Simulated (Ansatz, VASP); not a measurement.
## CdHgS2 in VASP and in Ansatz

```
CELL_PARAMETERS angstrom
5.04562 0.00000 0.00000
0.00000 5.04562 0.00000
0.00000 0.00000 3.58956
ATOMIC_POSITIONS crystal
Cd 0.50000 0.50000 0.50000
Hg 0.00000 0.00000 0.00000
S 0.50000 0.00000 0.00000
S 0.00000 0.50000 0.00000
```

Alike in both runs: functional PBE; k mesh 10 × 10 × 14; occupations gaussian, width 0.1 eV; no spin polarisation.

Ansatz relaxed the structure, and its values are those at the end. VASP's run is a single point on that final structure, the one shown.

|  | VASP | Ansatz |
| --- | --- | --- |
| version | VASP 6.6.1 | Ansatz 0.2.0 |
| potentials or method | VASP PAW PBE potentials, release 64 (Cd_sv_GW, Hg_sv_GW, S), cutoff 540 eV | scalar-relativistic, plane waves, PAW |
| valence electrons in the cell | 52 | 52 |

```csv
,VASP,Ansatz,Ansatz less VASP
gap on the k mesh at the Fermi level (eV),none,none,-
pressure (GPa),-0.7,0.0,+0.73
```

A gap of «none» marks a metal or a gap that the smearing closes. With one functional, cell and mesh, what is left measures potentials, basis and numerics.

Neither program's run includes spin-orbit coupling.
